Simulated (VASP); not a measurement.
# Cs (Pm-3m) in VASP: further runs

The runs below take Cs through relaxation of cell and atoms, single point, with PBE.

Program: VASP 6.6.1. These are calculated values, not measurements. Logs are shortened: lines on timing, memory, paths and dates and some standing lists are left out, and cuts for length are marked.

### Step 1. The cell of the first run

The structure is cubic, space group Pm-3m (No. 221). The conventional cell has a = 5.039 Å, b = 5.039 Å, c = 5.039 Å, α = 90.00°, β = 90.00°, γ = 90.00°.

The cell was built from a structure type or drawn by symmetry, and may not be a known phase.

### Step 2. Relaxation of cell and atoms, PBE

Contents of INCAR:

```
SYSTEM = Cs
ALGO     = Fast           ! electronic algorithm
EDIFF    = 1E-6           ! SCF threshold, eV
EDIFFG   = -0.01          ! ionic threshold
ENCUT    = 600            ! plane-wave cutoff, eV
GGA      = PE             ! functional
IBRION   = 2              ! ionic algorithm
ISIF     = 3              ! what is computed and relaxed
ISMEAR   = 0              ! smearing method
LASPH    = .TRUE.         ! aspherical terms in the spheres
LCHARG   = .FALSE.        ! write CHGCAR
LREAL    = .FALSE.        ! projectors in reciprocal space
LWAVE    = .FALSE.        ! write WAVECAR
NELM     = 80             ! most SCF steps
NSW      = 100            ! ionic steps
PREC     = Accurate       ! precision mode
SIGMA    = 0.1            ! smearing width, eV
```

Contents of KPOINTS:

```
k-points
0
G
  12 12 12
  0 0 0
```

Contents of POSCAR:

```
Cs
1.0
    5.0390102000      0.0000000000      0.0000000000
    0.0000000000      5.0390102000      0.0000000000
    0.0000000000      0.0000000000      5.0390102000
Cs
1
Direct
    0.5000000000      0.5000000000      0.5000000000
```

Potentials or basis: VASP PAW PBE potentials, release 64 (Cs_sv).

Run with:

```sh
cat potpaw_PBE.64/Cs_sv/POTCAR > POTCAR
mpirun -np 1 vasp_std > vasp.out
```

OUTCAR:

```text
SYSTEM = Cs
   EDIFF = 1E-6
   EDIFFG = -0.01
   ENCUT = 600
   GGA = PE
   IBRION = 2
   ISIF = 3
   ISMEAR = 0
   LASPH = .TRUE.
   LREAL = .FALSE.
   NELM = 80
   NSW = 100
   PREC = Accurate

 ion  position               nearest neighbor table
   1  0.500  0.500  0.500-

  LATTYP: Found a simple cubic cell.
 ALAT       =     5.0390102000

  Lattice vectors:

 A1 = (   5.0390102000,   0.0000000000,   0.0000000000)
 A2 = (   0.0000000000,   5.0390102000,   0.0000000000)
 A3 = (   0.0000000000,   0.0000000000,   5.0390102000)

Analysis of symmetry for initial positions (statically):
=====================================================================
 Subroutine PRICEL returns:
 Original cell was already a primitive cell.

 Routine SETGRP: Setting up the symmetry group for a
 simple cubic supercell.

 Subroutine GETGRP returns: Found 48 space group operations
 (whereof 48 operations were pure point group operations)
 out of a pool of 48 trial point group operations.

The static configuration has the point symmetry O_h .

Analysis of symmetry for dynamics (positions and initial velocities):
=====================================================================
 Subroutine PRICEL returns:
 Original cell was already a primitive cell.

 Routine SETGRP: Setting up the symmetry group for a
 simple cubic supercell.

 Subroutine GETGRP returns: Found 48 space group operations
 (whereof 48 operations were pure point group operations)
 out of a pool of 48 trial point group operations.

The dynamic configuration has the point symmetry O_h .

 Subroutine INISYM returns: Found 48 space group operations
 (whereof 48 operations are pure point group operations),
 and found     1 'primitive' translations

----------------------------------------------------------------------------------------

                                     Primitive cell

  volume of cell :     127.9487

  direct lattice vectors                    reciprocal lattice vectors
     5.039010200  0.000000000  0.000000000     0.198451672  0.000000000  0.000000000
     0.000000000  5.039010200  0.000000000     0.000000000  0.198451672  0.000000000
     0.000000000  0.000000000  5.039010200     0.000000000  0.000000000  0.198451672

  length of vectors
     5.039010200  5.039010200  5.039010200     0.198451672  0.198451672  0.198451672

  position of ions in fractional coordinates (direct lattice)
     0.500000000  0.500000000  0.500000000

  ion indices of the primitive-cell ions
   primitive index   ion index
                 1           1

----------------------------------------------------------------------------------------

 KPOINTS: k-points

Automatic generation of k-mesh.
 Grid dimensions read from file:
 generate k-points for:   12   12   12

 Generating k-lattice:

  Cartesian coordinates                     Fractional coordinates (reciprocal lattice)
     0.016537639  0.000000000  0.000000000     0.083333333  0.000000000  0.000000000
     0.000000000  0.016537639  0.000000000     0.000000000  0.083333333  0.000000000
     0.000000000  0.000000000  0.016537639     0.000000000  0.000000000  0.083333333

  Length of vectors
     0.016537639  0.016537639  0.016537639

  Shift w.r.t. Gamma in fractional coordinates (k-lattice)
     0.000000000  0.000000000  0.000000000

 Subroutine IBZKPT returns following result:
 ===========================================

 Found     84 irreducible k-points:

 Following reciprocal coordinates:
            Coordinates               Weight
  0.000000  0.000000  0.000000      1.000000
  0.083333  0.000000  0.000000      6.000000
  0.166667  0.000000  0.000000      6.000000
  0.250000  0.000000  0.000000      6.000000
  0.333333  0.000000  0.000000      6.000000
  0.416667  0.000000  0.000000      6.000000
[... 16 lines left out ...]
  0.333333  0.333333  0.000000     12.000000
  0.416667  0.333333  0.000000     24.000000
 [... further k-points ...]
   k-points           NKPTS =     84   k-points in BZ     NKDIM =     84   number of bands    NBANDS=      8
   number of dos      NEDOS =    301   number of ions     NIONS =      1
   total plane-waves  NPLWV =  64000
   dimension x,y,z NGX =    40 NGY =   40 NGZ =   40
   dimension x,y,z NGXF=    80 NGYF=   80 NGZF=   80
   ions per type =               1
   NGX,Y,Z   is equivalent  to a cutoff of  13.20, 13.20, 13.20 a.u.
   NGXF,Y,Z  is equivalent  to a cutoff of  26.39, 26.39, 26.39 a.u.
 SYSTEM =  Cs
   PREC   = accura    normal or accurate (medium, high low for compatibility)
   ISTART =      0    job   : 0-new  1-cont  2-samecut
   ICHARG =      2    charge: 1-file 2-atom 10-const
   ISPIN  =      1    spin polarized calculation?
   LNONCOLLINEAR =      F non collinear calculations
   LSORBIT =      F    spin-orbit coupling
   LASPH  =      T    aspherical Exc in radial PAW
   ENCUT  =  600.0 eV  44.10 Ry    6.64 a.u.  10.06 10.06 10.06*2*pi/ulx,y,z
   NELM   =     80;   NELMIN=  2; NELMDL= -5     # of ELM steps
   EDIFF  = 0.1E-05   stopping-criterion for ELM
   LREAL  =      F    real-space projection
   EDIFFG = -.1E-01   stopping-criterion for IOM
   NSW    =    100    number of steps for IOM
   IBRION =      2    ionic relax: 0-MD 1-quasi-New 2-CG
   NFREE  =      1    steps in history (QN), initial steepest desc. (CG)
   ISIF   =      3    stress and relaxation
   ISYM   =      2    0-nonsym 1-usesym 2-fastsym
   POTIM  = 0.5000    time-step for ionic-motion
   TEBEG  =    0.0;   TEEND  =   0.0 temperature during run
   PSTRESS=    0.0 pullay stress
   NELECT =       9.0000    total number of electrons
   NUPDOWN=      -1.0000    fix difference up-down
   EMIN   =  10.00;   EMAX   =-10.00  energy-range for DOS
   EFERMI =   0.00;   METHOD = LEGACY
   ISMEAR =     0;   SIGMA  =   0.10  broadening in eV -4-tet -1-fermi 0-gaus
   EFERMI_NEDOS =   21; number of points for ismear=-14 and -15
   IALGO  =     68    algorithm
   IMIX   =      4    mixing-type and parameters
     AMIX     =   0.40;   BMIX     =  1.00
     AMIX_MAG =   1.60;   BMIX_MAG =  1.00
  volume/ion in A,a.u.               =     127.95       863.44
  Fermi-wavevector in a.u.,A,eV,Ry     =   0.675788  1.277054  6.213635  0.456689
  Thomas-Fermi vector in A             =   1.752908
   LORBIT       =      0    0 simple, 1 ext, 2 COOP (PROOUT), +10 PAW based schemes
   GGA     = PE    functional components
   LHFCALC =     F    Hartree Fock is set to
   AEXX    =    0.0000 exact exchange contribution
   IVDW    =     0    specifies the selected vdW correction
   LEPSILON=     F    determine dielectric tensor
   LRPA    =     F    only Hartree local field effects (RPA)
 conjugate gradient relaxation of ions
 non-spin polarized calculation
 RMM-DIIS sequential band-by-band and
 Gauss-broadening in eV      SIGMA  =   0.10
  energy-cutoff  :      600.00
  volume of cell :      127.95
 maximum number of plane-waves:      4337
   NGX = 21   NGY = 21   NGZ = 21

 number of electron       9.0000000 magnetization

 Free energy of the ion-electron system (eV)
  ---------------------------------------------------
  ext. energy  EPLUGINS =         0.00000000
  ---------------------------------------------------
  free energy    TOTEN  =        -0.76112461 eV

  energy without entropy =       -0.75503133  energy(sigma->0) =       -0.75807797

 E-fermi :   0.2371     XC(G=0):  -5.1343

 val. band max:        0.2174573521   @ k =   0.4167   0.2500   0.0000
 cond. band min:       0.2432646004   @ k =   0.3333   0.2500   0.2500
 fundamental gap:      0.0258072483
 Fermi energy:         0.2370818979

 k-point     1 :       0.0000    0.0000    0.0000
  band No.  band energies     occupation
      1     -23.8293      2.00000
      2     -10.5635      2.00000
      3     -10.5635      2.00000
      4     -10.5635      2.00000
      5      -1.3468      2.00000
      6       1.5809      0.00000
      7       1.5809      0.00000
      8       4.4253      0.00000

 k-point     2 :       0.0833    0.0000    0.0000
  band No.  band energies     occupation
      1     -23.8289      2.00000
      2     -10.5741      2.00000
      3     -10.5626      2.00000
      4     -10.5626      2.00000
      5      -1.2917      2.00000
      6       1.5969      0.00000
      7       1.6034      0.00000
      8       4.1990      0.00000

 k-point     3 :       0.1667    0.0000    0.0000
  band No.  band energies     occupation
      1     -23.8278      2.00000
      2     -10.6029      2.00000
      3     -10.5602      2.00000
      4     -10.5602      2.00000
      5      -1.1313      2.00000
      6       1.6077      0.00000
      7       1.6677      0.00000
      8       3.8344      0.00000

 k-point     4 :       0.2500    0.0000    0.0000
  band No.  band energies     occupation
      1     -23.8262      2.00000
      2     -10.6416      2.00000
      3     -10.5569      2.00000
      4     -10.5569      2.00000
      5      -0.8796      2.00000
      6       1.5118      0.00000
      7       1.7632      0.00000
      8       3.5097      0.00000

 k-point     5 :       0.3333    0.0000    0.0000
  band No.  band energies     occupation
      1     -23.8247      2.00000
      2     -10.6796      2.00000
      3     -10.5535      2.00000
      4     -10.5535      2.00000
      5      -0.5576      2.00000
      6       1.2436      0.00000
      7       1.8697      0.00000
      8       3.2636      0.00000

 k-point     6 :       0.4167    0.0000    0.0000
  band No.  band energies     occupation
      1     -23.8236      2.00000
      2     -10.7070      2.00000
      3     -10.5511      2.00000
      4     -10.5511      2.00000
      5      -0.2024      2.00000
      6       0.8760      0.00000
      7       1.9569      0.00000
      8       3.1109      0.00000

 k-point     7 :       0.5000    0.0000    0.0000
  band No.  band energies     occupation
      1     -23.8232      2.00000
      2     -10.7170      2.00000
      3     -10.5502      2.00000
      4     -10.5502      2.00000
      5       0.0248      1.99731
      6       0.6366      0.00000
      7       1.9912      0.00000
      8       3.0592      0.00000
[... 133 lines left out ...]
 k-point    20 :       0.3333    0.2500    0.0000
  band No.  band energies     occupation
      1     -23.8217      2.00000
      2     -10.6706      2.00000
      3     -10.6290      2.00000
      4     -10.5471      2.00000
      5      -0.1303      2.00000
      6       1.3449      0.00000
      7       1.9975      0.00000
      8       2.6265      0.00000

 k-point    21 :       0.4167    0.2500    0.0000
  band No.  band energies     occupation
      1     -23.8206      2.00000
      2     -10.6974      2.00000
      3     -10.6260      2.00000
      4     -10.5447      2.00000
      5       0.2175      1.21863
      6       0.9837      0.00000
      7       2.1484      0.00000
      8       2.5545      0.00000

 k-point    22 :       0.5000    0.2500    0.0000
  band No.  band energies     occupation
      1     -23.8202      2.00000
      2     -10.7072      2.00000
      3     -10.6249      2.00000
      4     -10.5438      2.00000
      5       0.5588      0.00001
      6       0.6326      0.00000
      7       2.2475      0.00000
      8       2.4784      0.00000

 k-point    23 :       0.3333    0.3333    0.0000
  band No.  band energies     occupation
      1     -23.8202      2.00000
      2     -10.6674      2.00000
      3     -10.6645      2.00000
      4     -10.5438      2.00000
      5       0.1417      1.82256
      6       1.2657      0.00000
      7       2.0323      0.00000
      8       2.5566      0.00000

 k-point    24 :       0.4167    0.3333    0.0000
  band No.  band energies     occupation
      1     -23.8192      2.00000
      2     -10.6926      2.00000
      3     -10.6626      2.00000
      4     -10.5415      2.00000
      5       0.4268      0.00729
      6       1.0658      0.00000
      7       2.1426      0.00000
      8       2.4663      0.00000

 [... further k-points ...]

------------------------ aborting loop because EDIFF is reached ----------------------------------------

  FORCE on cell =-STRESS in cart. coord.  units (eV):
  Direction    XX          YY          ZZ          XY          YZ          ZX
  --------------------------------------------------------------------------------------
  -------------------------------------------------------------------------------------
  Total        0.0010117      0.0010117      0.0010117      0.0000000     -0.0000000      0.0000000
  in kB        0.0126692      0.0126692      0.0126692      0.0000000     -0.0000000      0.0000000
  external PRESSURE =       0.0126692 kB  Pullay stress =       0.0000000 kB

 VOLUME and BASIS-vectors are now :
 -----------------------------------------------------------------------------
  energy-cutoff  :      600.00
  volume of cell :      127.95
      direct lattice vectors                 reciprocal lattice vectors
     5.039010200  0.000000000  0.000000000     0.198451672  0.000000000  0.000000000
     0.000000000  5.039010200  0.000000000     0.000000000  0.198451672  0.000000000
     0.000000000  0.000000000  5.039010200     0.000000000  0.000000000  0.198451672

 POSITION                                       TOTAL-FORCE (eV/Angst)
 -----------------------------------------------------------------------------------
      2.51951      2.51951      2.51951         0.000000      0.000000      0.000000
 -----------------------------------------------------------------------------------
    total drift:                                0.000000      0.000000     -0.000000

  FREE ENERGIE OF THE ION-ELECTRON SYSTEM (eV)
  ---------------------------------------------------
  free  energy   TOTEN  =        -0.7611246091 eV

  energy  without entropy=       -0.7550313343  energy(sigma->0) =       -0.75807797

 reached required accuracy - stopping structural energy minimisation
```

Run time: 30 s. Hardware: 1 thread of Intel Xeon 6975P-C (Granite Rapids), shared host; peak memory 0.3 GiB.

What came out:

- Free energy: -0.7611 eV
- Pressure after relaxing: 0.0 GPa
- Band gap on the k mesh: zero (an odd number of electrons rules out a gap without spin polarisation)

Final structure:
```
Cs
1.0
     5.03901    0.00000    0.00000
     0.00000    5.03901    0.00000
     0.00000    0.00000    5.03901
Cs
1
Cartesian
  2.5195 2.5195 2.5195
```

Caveat: the relaxation stopped at its first step, so nothing moved; spin-orbit coupling is left out, which moves the levels of the heavy elements.

(Part 1 of 3 ends here.)
